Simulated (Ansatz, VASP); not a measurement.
# Hf in VASP and in Ansatz

```
Hf
1.0
     0.00000    2.22000    2.26440
     2.22000    0.00000    2.26440
     2.22000    2.22000    0.00000
Hf
1
Direct
  0.00000 0.00000 0.00000
```

Change from the starting cell: zz strain of +2 %.

Alike in both runs: task single point; functional LDA; k mesh 13 × 13 × 13; occupations fermi-dirac, width 0.03 eV; no spin polarisation.

```csv
,VASP,Ansatz
version,VASP 6.6.1,Ansatz 0.2.0
potentials or method,"VASP PAW LDA potentials, release 64 (Hf_pv), cutoff 520 eV","all-electron LAPW, scalar-relativistic"
```

```csv
,VASP,Ansatz,Ansatz less VASP
pressure (GPa),-7.4,-7.4,+0.02
"traceless stress, the component that is largest in VASP (GPa)",-0.65,-0.68,-0.033
```

LDA's correlation is that of Perdew and Zunger in VASP and of Perdew and Wang (1992) in Ansatz. Ansatz ran all-electron here, and VASP with PAW potentials.

Neither program's run includes spin-orbit coupling.
